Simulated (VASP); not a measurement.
Write the native input for VASP 6.6.1 that does the following.

- Task: single point
- Functional: PBE
- Potentials or basis: VASP PAW PBE potentials, release 64 (Si, B)
- Cutoff: 500 eV
- k mesh: 5 × 5 × 5
- Occupations: gaussian, width 0.2 eV
- Spin: no spin polarisation
- Dipole correction: no
- Further INCAR settings: ALGO = Normal; EDIFF = 1e-06; NBANDS = 16

The structure of Si2B3 lies in POSCAR:

```
Si2B3
1.0
   -1.7370355850      1.7370355850      4.5411471656
    1.7370355850     -1.7370355850      4.5411471656
    1.7370355850      1.7370355850     -4.5411471656
Si B
2 3
Direct
    0.7500000000      0.2500000000      0.5000000000
    0.2500000000      0.7500000000      0.5000000000
    0.5000000000      0.0000000000      0.5000000000
    0.0000000000      0.5000000000      0.5000000000
    0.0000000000      0.0000000000      0.0000000000
```

One way to write it, as run:

INCAR

```
ALGO = Normal
EDIFF = 1E-6
ENCUT = 500
GGA = PE
GGA_COMPAT = False
ISIF = 2
ISMEAR = 0
LASPH = True
LCHARG = False
LREAL = False
LWAVE = False
NBANDS = 16
NELM = 120
PREC = Accurate
SIGMA = 0.2
```

KPOINTS

```
k-points
0
Gamma
  5 5 5
```

Potentials or basis: VASP PAW PBE potentials, release 64 (Si, B).

Command:

```sh
$ cat potpaw_PBE.64/Si/POTCAR potpaw_PBE.64/B/POTCAR > POTCAR
$ mpirun -np 1 vasp_std > vasp.out
```

It gave:

```json
{"Pressure": "0.3 GPa"}
```

Caveat: the k points lie up to 0.51 Å⁻¹ apart.

Wall time 28 s on 1 thread of AMD EPYC 7R13 Processor (Zen 3), on a shared host, peak memory 0.19 GiB.
